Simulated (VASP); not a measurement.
Set up this calculation in VASP 6.6.1, as the native input.

```yaml
Task: single point
Functional: PBE
Dispersion: D3(BJ)
Potentials_or_basis: VASP PAW PBE potentials, release 64 (Cu, O)
Cutoff: 520 eV
k_mesh: 7 × 7 × 7
Occupations: fermi-dirac, width 0.05 eV
Spin: no spin polarisation
Dipole_correction: no
Further_INCAR_settings: ALGO = Normal; EDIFF = 1e-06; NBANDS = 34
```

The structure of CuO lies in POSCAR:

```
CuO
1.0
    4.1609370000      0.0000000000      0.0000000000
    0.0000000000      4.1609370000      0.0000000000
    0.0000000000      0.0000000000      3.8876430000
Cu O
3 3
Direct
    0.5000000000      0.0000000000      0.5000000000
    0.0000000000      0.5000000000      0.5000000000
    0.0000000000      0.0000000000      0.0000000000
    0.0000000000      0.0000000000      0.5000000000
    0.5000000000      0.0000000000      0.0000000000
    0.0000000000      0.5000000000      0.0000000000
```

These files were run (other wordings do the same):

INCAR

```
PREC     = Accurate       # precision mode
ENCUT    = 520            # plane-wave cutoff, eV
EDIFF    = 1E-6           # SCF threshold, eV
ISMEAR   = -1             # smearing method
SIGMA    = 0.05           # smearing width, eV
LREAL    = False          # projectors in reciprocal space
LASPH    = True           # aspherical terms in the spheres
NELM     = 80             # most SCF steps
ALGO     = Normal         # electronic algorithm
ISIF     = 2              # what is computed and relaxed
LWAVE    = False          # write WAVECAR
LCHARG   = False          # write CHGCAR
GGA      = PE             # functional
IVDW     = 12             # dispersion correction
NBANDS   = 34             # bands
```

KPOINTS

```
Automatic mesh
0
Gamma
  7 7 7
```

Potentials or basis: VASP PAW PBE potentials, release 64 (Cu, O).

Launch:

```bash
$ cat potpaw_PBE.64/Cu/POTCAR potpaw_PBE.64/O/POTCAR > POTCAR
$ mpirun -np 1 vasp_std > vasp.out
```

It gave:

The pressure is -1.4 GPa. The dispersion energy per atom is -0.252 eV.

Caveat: three body term missing; an odd number of electrons without spin polarisation forces a metal; a magnetic or distorted state may lie lower; pairwise dispersion overbinds metals, which lowers pressure and volume.

Run time: 45 s on 1 thread of Intel(R) Xeon(R) 6975P-C (Granite Rapids) (shared host), peak memory 0.23 GiB.
